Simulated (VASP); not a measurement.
# Si3AsF (P6/mmm) in VASP: single point with PBE

Aim: the single point of Si3AsF with PBE.

Program: VASP 6.6.1. These are calculated values, not measurements. Logs are shortened: lines on timing, memory, paths and dates and some standing lists are left out, and cuts for length are marked.

## 1. The cell of the first run

Symmetry: P6/mmm, No. 191, hexagonal system. The conventional cell has a = 4.192 Å, b = 4.192 Å, c = 5.379 Å, α = 90.00°, β = 90.00°, γ = 120.00°. Si (site symmetry mmm) has 4 Si at 2.10 Å and 2 As at 2.10 Å within 2.8 Å. Within 2.8 Å of As (site symmetry 6/mmm) lie 6 Si at 2.10 Å and 2 F at 2.69 Å. F (site symmetry 6/mmm) has 2 As at 2.69 Å and 12 Si at 3.41 Å within 3.5 Å.

The cell was built from a structure type or drawn by symmetry, and may not be a known phase.

## 2. Single point, PBE

INCAR reads:

```
PREC     = Accurate       # precision mode
ENCUT    = 520            # plane-wave cutoff, eV
EDIFF    = 1E-6           # SCF threshold, eV
ISMEAR   = 0              # smearing method
SIGMA    = 0.1            # smearing width, eV
LREAL    = False          # projectors in reciprocal space
LASPH    = True           # aspherical terms in the spheres
NELM     = 60             # most SCF steps
ALGO     = Normal         # electronic algorithm
ISIF     = 2              # what is computed and relaxed
LWAVE    = False          # write WAVECAR
LCHARG   = False          # write CHGCAR
GGA      = PE             # functional
NBANDS   = 20             # bands
```

KPOINTS reads:

```
Automatic mesh
0
Gamma
  6 6 4
```

POSCAR reads:

```
Si3AsF
1.0
    4.1923267200      0.0000000000      0.0000000000
   -2.0961633600      3.6306614400      0.0000000000
    0.0000000000      0.0000000000      5.3787089100
Si As F
3 1 1
Direct
    0.5000000000      0.0000000000      0.0000000000
    0.0000000000      0.5000000000      0.0000000000
    0.5000000000      0.5000000000      0.0000000000
    0.0000000000      0.0000000000      0.0000000000
    0.0000000000      0.0000000000      0.5000000000
```

Potentials or basis: VASP PAW PBE potentials, release 64 (Si, As, F).

The run is started by

```sh
cat potpaw_PBE.64/Si/POTCAR potpaw_PBE.64/As/POTCAR potpaw_PBE.64/F/POTCAR > POTCAR
mpirun -np 1 vasp_std > vasp.out
```

OUTCAR:

```text
PREC = Accurate
   ENCUT = 520
   EDIFF = 1E-6
   ISMEAR = 0
   LREAL = False
   LASPH = True
   NELM = 60
   ISIF = 2
   GGA = PE

 ion  position               nearest neighbor table
   1  0.500  0.000  0.000-   2 2.10   3 2.10   3 2.10   2 2.10   4 2.10   4 2.10
   2  0.000  0.500  0.000-   1 2.10   4 2.10   4 2.10   1 2.10   3 2.10   3 2.10
   3  0.500  0.500  0.000-   1 2.10   4 2.10   1 2.10   4 2.10   2 2.10   2 2.10
   4  0.000  0.000  0.000-   2 2.10   3 2.10   2 2.10   3 2.10   1 2.10   1 2.10
   5  0.000  0.000  0.500-

  LATTYP: Found a hexagonal cell.
 ALAT       =     4.1923267200
 C/A-ratio  =     1.2829889627

  Lattice vectors:

 A1 = (   4.1923267200,   0.0000000000,   0.0000000000)
 A2 = (  -2.0961633600,   3.6306614400,   0.0000000000)
 A3 = (   0.0000000000,   0.0000000000,   5.3787089100)

Analysis of symmetry for initial positions (statically):
=====================================================================
 Subroutine PRICEL returns:
 Original cell was already a primitive cell.

 Routine SETGRP: Setting up the symmetry group for a
 hexagonal supercell.

 Subroutine GETGRP returns: Found 24 space group operations
 (whereof 24 operations were pure point group operations)
 out of a pool of 24 trial point group operations.

The static configuration has the point symmetry D_6h.

Analysis of symmetry for dynamics (positions and initial velocities):
=====================================================================
 Subroutine PRICEL returns:
 Original cell was already a primitive cell.

 Routine SETGRP: Setting up the symmetry group for a
 hexagonal supercell.

 Subroutine GETGRP returns: Found 24 space group operations
 (whereof 24 operations were pure point group operations)
 out of a pool of 24 trial point group operations.

The dynamic configuration has the point symmetry D_6h.

 Subroutine INISYM returns: Found 24 space group operations
 (whereof 24 operations are pure point group operations),
 and found     1 'primitive' translations

----------------------------------------------------------------------------------------

                                     Primitive cell

  volume of cell :      81.8689

  direct lattice vectors                    reciprocal lattice vectors
     4.192326720  0.000000000  0.000000000     0.238531027  0.137715953  0.000000000
    -2.096163360  3.630661440  0.000000000     0.000000000  0.275431906  0.000000000
     0.000000000  0.000000000  5.378708910     0.000000000  0.000000000  0.185918223

  length of vectors
     4.192326720  4.192326720  5.378708910     0.275431906  0.275431906  0.185918223

  position of ions in fractional coordinates (direct lattice)
     0.500000000  0.000000000  0.000000000
     0.000000000  0.500000000  0.000000000
     0.500000000  0.500000000  0.000000000
     0.000000000  0.000000000  0.000000000
     0.000000000  0.000000000  0.500000000

  ion indices of the primitive-cell ions
   primitive index   ion index
                 1           1
                 2           2
                 3           3
                 4           4
                 5           5

----------------------------------------------------------------------------------------

 KPOINTS: Automatic mesh

Automatic generation of k-mesh.
 Grid dimensions read from file:
 generate k-points for:    6    6    4

 Generating k-lattice:

  Cartesian coordinates                     Fractional coordinates (reciprocal lattice)
     0.039755171  0.022952659  0.000000000     0.166666667  0.000000000  0.000000000
     0.000000000  0.045905318  0.000000000     0.000000000  0.166666667  0.000000000
     0.000000000  0.000000000  0.046479556     0.000000000  0.000000000  0.250000000

  Length of vectors
     0.045905318  0.045905318  0.046479556

  Shift w.r.t. Gamma in fractional coordinates (k-lattice)
     0.000000000  0.000000000  0.000000000

 Subroutine IBZKPT returns following result:
 ===========================================

 Found     21 irreducible k-points:

 Following reciprocal coordinates:
            Coordinates               Weight
  0.000000  0.000000  0.000000      1.000000
  0.166667 -0.000000  0.000000      6.000000
  0.333333 -0.000000  0.000000      6.000000
  0.500000 -0.000000  0.000000      3.000000
  0.166667  0.166667  0.000000      6.000000
  0.333333  0.166667  0.000000     12.000000
[... 13 lines left out ...]
  0.333333  0.166667  0.500000     12.000000
  0.333333  0.333333  0.500000      2.000000
   k-points           NKPTS =     21   k-points in BZ     NKDIM =     21   number of bands    NBANDS=     20
   number of dos      NEDOS =    301   number of ions     NIONS =      5
   total plane-waves  NPLWV =  40960
   dimension x,y,z NGX =    32 NGY =   32 NGZ =   40
   dimension x,y,z NGXF=    64 NGYF=   64 NGZF=   80
   ions per type =               3   1   1
   NGX,Y,Z   is equivalent  to a cutoff of  12.69, 12.69, 12.36 a.u.
   NGXF,Y,Z  is equivalent  to a cutoff of  25.38, 25.38, 24.73 a.u.
 SYSTEM =  unknown system
   PREC   = accura    normal or accurate (medium, high low for compatibility)
   ISTART =      0    job   : 0-new  1-cont  2-samecut
   ICHARG =      2    charge: 1-file 2-atom 10-const
   ISPIN  =      1    spin polarized calculation?
   LNONCOLLINEAR =      F non collinear calculations
   LSORBIT =      F    spin-orbit coupling
   LASPH  =      T    aspherical Exc in radial PAW
   ENCUT  =  520.0 eV  38.22 Ry    6.18 a.u.   7.79  7.79 10.00*2*pi/ulx,y,z
   NELM   =     60;   NELMIN=  2; NELMDL= -5     # of ELM steps
   EDIFF  = 0.1E-05   stopping-criterion for ELM
   LREAL  =      F    real-space projection
   EDIFFG = 0.1E-04   stopping-criterion for IOM
   NSW    =      0    number of steps for IOM
   IBRION =     -1    ionic relax: 0-MD 1-quasi-New 2-CG
   NFREE  =      0    steps in history (QN), initial steepest desc. (CG)
   ISIF   =      2    stress and relaxation
   ISYM   =      2    0-nonsym 1-usesym 2-fastsym
   POTIM  = 0.5000    time-step for ionic-motion
   TEBEG  =    0.0;   TEEND  =   0.0 temperature during run
   PSTRESS=    0.0 pullay stress
   NELECT =      24.0000    total number of electrons
   NUPDOWN=      -1.0000    fix difference up-down
   EMIN   =  10.00;   EMAX   =-10.00  energy-range for DOS
   EFERMI =   0.00;   METHOD = LEGACY
   ISMEAR =     0;   SIGMA  =   0.10  broadening in eV -4-tet -1-fermi 0-gaus
   EFERMI_NEDOS =   21; number of points for ismear=-14 and -15
   IALGO  =     38    algorithm
   IMIX   =      4    mixing-type and parameters
     AMIX     =   0.40;   BMIX     =  1.00
     AMIX_MAG =   1.60;   BMIX_MAG =  1.00
  volume/ion in A,a.u.               =      16.37       110.50
  Fermi-wavevector in a.u.,A,eV,Ry     =   1.087524  2.055123 16.091732  1.182709
  Thomas-Fermi vector in A             =   2.223686
   LORBIT       =      0    0 simple, 1 ext, 2 COOP (PROOUT), +10 PAW based schemes
   GGA     = PE    functional components
   LHFCALC =     F    Hartree Fock is set to
   AEXX    =    0.0000 exact exchange contribution
   IVDW    =     0    specifies the selected vdW correction
   LEPSILON=     F    determine dielectric tensor
   LRPA    =     F    only Hartree local field effects (RPA)
 non-spin polarized calculation
 Gauss-broadening in eV      SIGMA  =   0.10
  energy-cutoff  :      520.00
  volume of cell :       81.87
 maximum number of plane-waves:      2226
 NGX is ok and might be reduce to    32
   NGX = 15   NGY = 15   NGZ = 21

 number of electron      23.9999988 magnetization

 Free energy of the ion-electron system (eV)
  ---------------------------------------------------
  ext. energy  EPLUGINS =         0.00000000
  ---------------------------------------------------
  free energy    TOTEN  =       -12.10729734 eV

  energy without entropy =      -12.08988751  energy(sigma->0) =      -12.09859242

 E-fermi :   5.0858     XC(G=0):  -9.2460

 val. band max:        5.0446816954   @ k =   0.3333   0.1667   0.0000
 cond. band min:       5.1455859767   @ k =   0.1667   0.1667   0.0000
 fundamental gap:      0.1009042813
 Fermi energy:         5.0857726641

 k-point     1 :       0.0000    0.0000    0.0000
  band No.  band energies     occupation
      1     -15.1391      2.00000
      2     -12.9033      2.00000
      3      -3.9767      2.00000
      4      -3.9767      2.00000
      5      -2.5200      2.00000
      6      -1.9158      2.00000
[... 12 lines left out ...]
     19       9.7967      0.00000
     20      16.0516      0.00000

 k-point     2 :       0.1667   -0.0000    0.0000
  band No.  band energies     occupation
      1     -15.1285      2.00000
      2     -12.6332      2.00000
      3      -5.7231      2.00000
      4      -4.3003      2.00000
      5      -3.2638      2.00000
      6      -1.5673      2.00000
[... 12 lines left out ...]
     19      13.1320      0.00000
     20      13.6366      0.00000

 k-point     3 :       0.3333   -0.0000    0.0000
  band No.  band energies     occupation
      1     -15.1101      2.00000
      2     -11.8601      2.00000
      3      -7.9590      2.00000
      4      -4.8020      2.00000
      5      -4.0551      2.00000
      6      -0.8081      2.00000
[... 12 lines left out ...]
     19      13.1120      0.00000
     20      13.8382      0.00000

 k-point     4 :       0.5000   -0.0000    0.0000
  band No.  band energies     occupation
      1     -15.1016      2.00000
      2     -11.1043      2.00000
      3      -9.2354      2.00000
      4      -5.0085      2.00000
      5      -4.3321      2.00000
      6      -0.0881      2.00000
[... 360 lines left out ...]
 k-point    20 :       0.3333    0.1667    0.5000
  band No.  band energies     occupation
      1     -15.0797      2.00000
      2     -11.2822      2.00000
      3      -8.6520      2.00000
      4      -6.7708      2.00000
      5      -2.1874      2.00000
      6       0.4389      2.00000
[... 12 lines left out ...]
     19      12.9973      0.00000
     20      13.1312      0.00000

 k-point    21 :       0.3333    0.3333    0.5000
  band No.  band energies     occupation
      1     -15.0782      2.00000
      2     -10.8200      2.00000
      3      -8.3484      2.00000
      4      -8.3484      2.00000
      5      -0.0038      2.00000
      6      -0.0038      2.00000
[... 12 lines left out ...]
     19      11.7503      0.00000
     20      13.0656      0.00000

------------------------ aborting loop because EDIFF is reached ----------------------------------------

  FORCE on cell =-STRESS in cart. coord.  units (eV):
  Direction    XX          YY          ZZ          XY          YZ          ZX
  --------------------------------------------------------------------------------------
  -------------------------------------------------------------------------------------
  Total       51.2268214     51.2268213     -3.5912093      0.0000000      0.0000000      0.0000000
  in kB     1002.5108364   1002.5108361    -70.2801025      0.0000000      0.0000000      0.0000000
  external PRESSURE =     644.9138567 kB  Pullay stress =       0.0000000 kB

 VOLUME and BASIS-vectors are now :
 -----------------------------------------------------------------------------
  energy-cutoff  :      520.00
  volume of cell :       81.87
      direct lattice vectors                 reciprocal lattice vectors
     4.192326720  0.000000000  0.000000000     0.238531027  0.137715953  0.000000000
    -2.096163360  3.630661440  0.000000000     0.000000000  0.275431906  0.000000000
     0.000000000  0.000000000  5.378708910     0.000000000  0.000000000  0.185918223

 POSITION                                       TOTAL-FORCE (eV/Angst)
 -----------------------------------------------------------------------------------
      2.09616      0.00000      0.00000        -0.000000      0.000000      0.000000
     -1.04808      1.81533      0.00000         0.000000      0.000000      0.000000
      1.04808      1.81533      0.00000         0.000000      0.000000      0.000000
      0.00000      0.00000      0.00000        -0.000000      0.000000      0.000000
      0.00000      0.00000      2.68935        -0.000000      0.000000      0.000000
 -----------------------------------------------------------------------------------
    total drift:                                0.000000     -0.000000     -0.000000

  FREE ENERGIE OF THE ION-ELECTRON SYSTEM (eV)
  ---------------------------------------------------
  free  energy   TOTEN  =       -12.1072973430 eV

  energy  without entropy=      -12.0898875067  energy(sigma->0) =      -12.09859242
```

It took 13 s on 1 thread of Intel Xeon 6975P-C (Granite Rapids), shared host; peak memory 0.2 GiB.

Results:

```yaml
Free_energy: -12.1073 eV
Pressure: 64.5 GPa
Band_gap_on_the_k_mesh: zero (bands 12 and 13 overlap by 0.03 eV)
```

Levels at points of the mesh, in eV from the Fermi level:
```tsv
k point	band 8	band 9	band 10	band 11	band 12	band 13	band 14	band 15	band 16	band 17
(0.00, 0.00, 0.00)	-4.11	-4.11	-1.60	-1.47	-1.47	2.92	3.58	4.24	4.28	4.28
(0.50, 0.00, 0.00)	-1.86	-1.53	-1.53	-1.02	-0.06	1.59	1.96	3.06	4.00	4.45
(0.00, 0.00, 0.50)	-4.09	-4.09	-2.17	-1.58	-1.58	2.83	4.10	4.10	4.11	4.98
(0.50, 0.00, 0.50)	-2.14	-1.72	-1.56	-1.16	-0.06	1.05	2.22	3.19	4.04	4.68
```

Caveat: the cell stands under pressure.
